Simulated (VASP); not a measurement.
**W: single point with PBE**

W:

```xyz
1
Lattice="-1.5391 1.5391 1.5391 1.5391 -1.5391 1.5391 1.5391 1.5391 -1.5391" Properties=species:S:1:pos:R:3 pbc="T T T"
W     0.0000    0.0000    0.0000
```

| Item | Value |
| --- | --- |
| Program | VASP 6.6.1 |
| Task | single point |
| Functional | PBE |
| Potentials or basis | VASP PAW PBE potentials, release 64 (W_sv) |
| Cutoff | 500 eV |
| k mesh | 8 × 8 × 8 |
| Occupations | fermi-dirac, width 0.1 eV |
| Spin | no spin polarisation |

```yaml
Pressure: 39.9 GPa
Band_gap_on_the_k_mesh: zero (band 7 reaches 18.49 eV, above the bottom of band 8 at 11.31 eV)
```

Levels at points of the mesh, in eV from the Fermi level:
| k point | band 3 | band 4 | band 5 | band 6 | band 7 | band 8 | band 9 | band 10 | band 11 | band 12 |
| --- | --- | --- | --- | --- | --- | --- | --- | --- | --- | --- |
| (0.00, 0.00, 0.00) | -37.27 | -37.27 | -9.85 | -1.14 | -1.14 | -1.14 | 2.70 | 2.70 | 14.94 | 14.94 |
| (0.50, 0.00, 0.00) | -37.81 | -37.28 | -6.60 | -3.75 | 1.26 | 2.65 | 3.74 | 7.18 | 11.94 | 12.76 |
| (0.50, 0.50, 0.50) | -38.43 | -38.43 | -6.30 | -6.30 | 6.04 | 6.04 | 6.04 | 9.21 | 9.21 | 9.21 |

Run time: 10 s on 1 thread of Intel Xeon 8259CL (shared host), peak memory 0.13 GiB.

Caveat: the k points lie up to 0.36 Å⁻¹ apart; spin-orbit coupling is left out, which moves the levels of the heavy elements.
